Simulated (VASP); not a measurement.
The system is CaSe.

```
Ca Se
1.0
     0.00000    3.29469    3.29469
     3.29469    0.00000    3.29469
     3.29469    3.29469    0.00000
Ca Se
1 1
Cartesian
  0.0000 0.0000 0.0000
  1.6473 1.6473 1.6473
```

| Item | Value |
| --- | --- |
| Program | VASP 6.6.1 |
| Task | relaxation of cell and atoms |
| Functional | PBEsol |
| Potentials or basis | VASP PAW PBE potentials, release 64 (Ca_sv, Se) |
| Cutoff | 600 eV |
| k mesh | 6 × 6 × 6 |
| Occupations | fermi-dirac, width 0.02 eV |
| Spin | no spin polarisation |

At the start: pressure -1.2 GPa; volume 35.76 Å³/atom.

**Question.** Where does the relaxation end?

**Answer.** Over 3 steps the energy falls by 4.7 meV/atom and the volume is 34.50 Å³/atom (-3.5 %); space group F-43m (No. 216, to 0.1 Å) before and after.

The path:
```csv
step,energy change (eV),largest force (eV/Å),pressure (GPa),volume (Å³)
1,0.0000,0.0000,-1.16,71.53
2,-0.0094,0.0000,0.06,68.88
3,-0.0094,0.0000,0.01,69.00
```

Final structure:
```yaml
crystal:
  lattice:
    - [0.00000, 3.25547, 3.25547]
    - [3.25547, 0.00000, 3.25547]
    - [3.25547, 3.25547, 0.00000]
  atoms:
    - { symbol: Ca, position: [0.00000, 0.00000, 0.00000] }
    - { symbol: Se, position: [0.25000, 0.25000, 0.25000] }
```

Caveat: the PAW data sets were made with another functional, which shifts forces and pressure a little.
